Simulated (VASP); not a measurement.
# Si7C (P1) in VASP: a series of runs, part 2 of 2

VASP 6.6.1. The steps go on from the part before.

### Step 3. Relaxation of volume and atoms at fixed shape, PBEsol

This run uses another cell than the first one, of 17.65 Å³/atom.

Input file INCAR:

```
  ALGO = Normal
  EDIFF = 1E-6
  EDIFFG = -0.03
  ENCUT = 600
  GGA = PS
  IBRION = 2
  ISIF = 8
  ISMEAR = -1
  LASPH = T
  LCHARG = F
  LREAL = Auto
  LWAVE = F
  NELM = 80
  NSW = 100
  PREC = Accurate
  SIGMA = 0.05
```

Input file KPOINTS:

```
Automatic mesh
0
Gamma
  1 1 1
  0.5 0.5 0.5
```

Input file POSCAR:

```
Si7C
1.0
   10.4146220000      0.0000000000      0.0000000000
    0.0000000000     10.4146220000      0.0000000000
    0.0000000000      0.0000000000     10.4146220000
Si C
56 8
Direct
    0.9999260000      0.9971590000      0.0015230000
    0.9980940000      0.9982420000      0.5003550000
    0.0031450000      0.4995790000      0.0009290000
    0.9960900000      0.5024050000      0.4994400000
    0.5018370000      0.0004460000      0.0024640000
    0.5032370000      0.5011710000      0.0017060000
    0.1255290000      0.1263310000      0.1244010000
    0.1260950000      0.1267320000      0.6268500000
    0.6228520000      0.1277330000      0.1258360000
    0.6279230000      0.1236520000      0.6255230000
    0.6236960000      0.6264940000      0.6232610000
    0.2506580000      0.2491440000      0.0002110000
    0.2505920000      0.2532830000      0.5000930000
    0.2488130000      0.7487820000      0.9964320000
    0.2485980000      0.7501130000      0.4959900000
    0.7488980000      0.2466170000      0.0030590000
    0.7501050000      0.2504940000      0.5020180000
    0.7514090000      0.7515970000      0.0020980000
    0.7494500000      0.7519490000      0.4991800000
    0.3742160000      0.3740200000      0.6230870000
    0.3761000000      0.8773230000      0.1250600000
    0.3767900000      0.8771430000      0.6263200000
    0.8751670000      0.3773700000      0.1293920000
    0.8761650000      0.3729780000      0.6246430000
    0.8730570000      0.8772900000      0.1247650000
    0.2461460000      0.9970730000      0.2493090000
    0.2473120000      0.9990540000      0.7518690000
    0.2461440000      0.5021710000      0.2517660000
    0.2470840000      0.5027260000      0.7527080000
    0.7486570000      0.0013820000      0.2504910000
    0.7474010000      0.9982480000      0.7482330000
    0.7486960000      0.4973270000      0.2472300000
    0.7508970000      0.4999540000      0.7460930000
    0.3719880000      0.1226530000      0.3769210000
    0.3710420000      0.1251530000      0.8734910000
    0.3751320000      0.6277020000      0.3773390000
    0.3770940000      0.6263650000      0.8730460000
    0.8765330000      0.1242850000      0.8754770000
    0.8766630000      0.6252550000      0.3730130000
    0.8721160000      0.6279010000      0.8758220000
    0.0037380000      0.2521670000      0.2518150000
    0.0010420000      0.2494110000      0.7504130000
    0.0000530000      0.7511130000      0.2524360000
    0.9991130000      0.7522140000      0.7487500000
    0.4985200000      0.2484510000      0.2489710000
    0.5014380000      0.2494330000      0.7477880000
    0.5008740000      0.7553500000      0.2503410000
    0.5020870000      0.7508960000      0.7516160000
    0.1256860000      0.3714060000      0.3759260000
    0.1244980000      0.3739190000      0.8773300000
    0.1263130000      0.8764810000      0.3769120000
    0.1199350000      0.8756420000      0.8773490000
    0.6282180000      0.3743890000      0.3768050000
    0.6251590000      0.3740080000      0.8760960000
    0.6224430000      0.8758550000      0.3728020000
    0.6263720000      0.8706780000      0.8765130000
    0.5003190000      0.9999190000      0.4978940000
    0.5001140000      0.5017210000      0.5010980000
    0.1245780000      0.6256030000      0.1248210000
    0.1235810000      0.6259400000      0.6260040000
    0.6286780000      0.6273940000      0.1247150000
    0.3748180000      0.3759130000      0.1208800000
    0.8718970000      0.8744490000      0.6249540000
    0.8741240000      0.1253820000      0.3745680000
```

Potentials or basis: VASP PAW PBE potentials, release 64 (Si, C).

Command:

```bash
$ cat potpaw_PBE.64/Si/POTCAR potpaw_PBE.64/C/POTCAR > POTCAR
$ mpirun -np 1 vasp_std > vasp.out
```

Wall time 75 min (1 thread of Intel Xeon 6975P-C (Granite Rapids), shared host); peak memory 1.3 GiB.

Results (log left out):

| Quantity | Value |
| --- | --- |
| Free energy | -386.2448 eV |
| Relaxed volume | 17.23 Å³/atom |
| Relaxed cell | a = 10.332 Å, b = 10.332 Å, c = 10.332 Å, α = 90.00°, β = 90.00°, γ = 90.00° |
| Space group after relaxing (to 0.1 Å) | P1 (No. 1) |
| Energy gained by relaxing | 274.3 meV/atom |
| Ionic steps | 24 |
| Pressure after relaxing | 0.0 GPa |
| Largest force after relaxing | 0.021 eV/Å |
| Band gap on the k mesh | 0.74 eV |

Forces in eV/Å, atoms in the order of the input:
```
Si  -0.015  0.000 -0.002
Si   0.007  0.003 -0.001
Si   0.003  0.005  0.002
Si  -0.004 -0.003  0.000
Si   0.004  0.002  0.007
Si  -0.002  0.003  0.000
Si  -0.004 -0.006  0.003
Si   0.014 -0.001 -0.003
Si   0.003 -0.005  0.004
Si  -0.004  0.003  0.001
Si  -0.005 -0.009  0.001
Si   0.003 -0.001 -0.005
Si   0.005  0.000 -0.009
Si   0.001 -0.012 -0.006
Si  -0.004  0.000  0.001
Si   0.006 -0.003 -0.001
Si   0.003  0.004  0.001
Si  -0.001 -0.003 -0.001
Si  -0.006 -0.003 -0.008
Si  -0.002 -0.002 -0.007
Si  -0.003  0.006  0.001
Si  -0.007 -0.011 -0.003
Si   0.000  0.000  0.002
Si   0.000  0.005  0.008
Si  -0.005  0.001  0.009
Si  -0.011 -0.006 -0.008
Si   0.001 -0.002  0.002
Si  -0.001  0.003  0.008
Si   0.003 -0.004 -0.002
Si   0.001  0.001  0.015
Si   0.000  0.001 -0.007
Si   0.010  0.005 -0.005
Si   0.001  0.007  0.006
Si  -0.006 -0.002 -0.002
Si   0.000 -0.006  0.002
Si   0.004  0.000  0.001
Si   0.001 -0.006  0.001
Si   0.003  0.006 -0.008
Si  -0.001 -0.002 -0.002
Si  -0.009  0.001 -0.002
Si   0.003  0.010  0.001
Si  -0.001 -0.005 -0.007
Si  -0.002  0.000  0.005
Si   0.000  0.002 -0.004
Si   0.003  0.004 -0.001
Si  -0.002 -0.001 -0.002
Si   0.002 -0.005  0.000
Si   0.009 -0.010  0.005
Si  -0.005  0.009  0.006
Si   0.004  0.003  0.003
Si   0.013  0.001  0.001
Si  -0.001 -0.006  0.004
Si  -0.006  0.004 -0.008
Si   0.007 -0.004  0.002
Si   0.001 -0.001  0.002
Si  -0.001  0.000 -0.004
C   -0.006  0.001 -0.002
C    0.000  0.004 -0.003
C    0.003  0.011  0.000
C    0.007 -0.011 -0.010
C   -0.002  0.015  0.015
C   -0.002 -0.002  0.003
C   -0.004  0.000  0.001
C   -0.005  0.011  0.001
```

Stress tensor (GPa, compression positive):
```
 0.00  0.04 -0.08
 0.04 -0.12  0.09
-0.08  0.09  0.08
```

The path:
```tsv
step	energy change (eV)	largest force (eV/Å)	pressure (GPa)	volume (Å³)
1	0.0000	3.9702	3.06	1129.62
2	-11.2530	2.0477	-5.49	1185.71
3	-11.8916	1.5953	-7.12	1202.27
4	-15.5655	1.7872	2.89	1082.15
5	-15.9610	1.2023	0.07	1108.17
6	-17.0523	0.7396	0.51	1100.88
7	-17.0934	0.9243	0.66	1099.18
8	-17.3672	0.3656	-0.54	1109.16
9	-17.3738	0.3243	-0.75	1110.97
10	-17.4676	0.2486	0.32	1100.40
11	-17.4678	0.2515	0.37	1099.88
12	-17.5053	0.1379	0.02	1103.20
13	-17.5072	0.1608	-0.08	1104.12
14	-17.5264	0.0947	-0.08	1104.03
15	-17.5311	0.1154	-0.07	1103.95
16	-17.5422	0.0732	0.10	1102.17
17	-17.5425	0.0739	0.14	1101.80
18	-17.5494	0.0605	-0.10	1103.94
19	-17.5495	0.0618	-0.15	1104.33
20	-17.5529	0.0539	0.07	1102.16
21	-17.5530	0.0470	0.03	1102.49
22	-17.5542	0.0341	0.00	1102.73
23	-17.5543	0.0347	0.00	1102.74
24	-17.5549	0.0207	-0.01	1102.80
```

Final structure:
```
CELL_PARAMETERS angstrom
10.33157 0.00000 0.00000
0.00000 10.33157 0.00000
0.00000 0.00000 10.33157
ATOMIC_POSITIONS crystal
Si 0.99802 0.99815 0.99927
Si 0.97063 0.99578 0.49733
Si 0.01928 0.51465 0.01914
Si 0.01552 0.51954 0.51263
Si 0.50672 0.99930 0.99807
Si 0.49503 0.50145 0.02960
Si 0.12406 0.13598 0.13410
Si 0.11881 0.12308 0.62142
Si 0.62693 0.13454 0.13487
Si 0.61396 0.09958 0.60312
Si 0.61502 0.61272 0.60673
Si 0.26923 0.27959 0.02028
Si 0.26077 0.25005 0.49963
Si 0.23112 0.73038 0.01394
Si 0.23891 0.73891 0.51306
Si 0.75541 0.24793 0.99617
Si 0.75618 0.23423 0.48345
Si 0.72752 0.72874 0.02191
Si 0.76164 0.76567 0.50873
Si 0.38682 0.40272 0.60664
Si 0.37512 0.86356 0.12409
Si 0.38582 0.89202 0.60837
Si 0.87337 0.37789 0.13549
Si 0.87804 0.37384 0.62165
Si 0.87235 0.86572 0.13396
Si 0.25492 0.99767 0.25666
Si 0.25381 0.00293 0.75243
Si 0.25345 0.49633 0.22926
Si 0.23287 0.52709 0.72425
Si 0.76203 0.01560 0.27430
Si 0.76584 0.97197 0.72448
Si 0.72634 0.51647 0.24131
Si 0.74492 0.49842 0.75088
Si 0.39283 0.11290 0.38547
Si 0.37539 0.13801 0.88203
Si 0.38694 0.60599 0.38804
Si 0.36840 0.62369 0.87709
Si 0.87131 0.11578 0.86240
Si 0.87790 0.63087 0.36794
Si 0.87696 0.63118 0.87784
Si 0.97704 0.23331 0.27970
Si 0.00469 0.25369 0.75724
Si 0.02413 0.72594 0.22893
Si 0.99571 0.75569 0.71746
Si 0.48084 0.27306 0.24283
Si 0.50044 0.25487 0.73873
Si 0.51509 0.73451 0.24713
Si 0.49726 0.74938 0.74090
Si 0.12498 0.37529 0.37324
Si 0.13642 0.38978 0.87485
Si 0.11653 0.86709 0.37346
Si 0.12116 0.86487 0.86922
Si 0.60731 0.39208 0.38422
Si 0.61866 0.37668 0.88494
Si 0.61642 0.89108 0.39116
Si 0.63389 0.86348 0.87221
C 0.49719 0.99720 0.49337
C 0.50391 0.50162 0.49798
C 0.13789 0.61439 0.12717
C 0.11633 0.63964 0.62167
C 0.61399 0.61976 0.13037
C 0.37494 0.38947 0.12996
C 0.87932 0.87038 0.61369
C 0.87061 0.11886 0.38577
```

Levels at points of the mesh, in eV from the valence-band top:
```
           k point  band 124  band 125  band 126  band 127  band 128  band 129  band 130  band 131  band 132  band 133
(0.50, 0.50, 0.50)     -0.29     -0.21     -0.18     -0.10      0.00      0.74      0.88      0.98      1.04      1.07
```

Caveat: the k points lie up to 0.61 Å⁻¹ apart in the final cell; semilocal functionals underestimate gaps, and a narrow one can read as zero; the PAW data sets were made with another functional, which shifts forces and pressure a little; a shifted mesh leaves out Γ, where band edges can lie. A k mesh can miss the band edges.
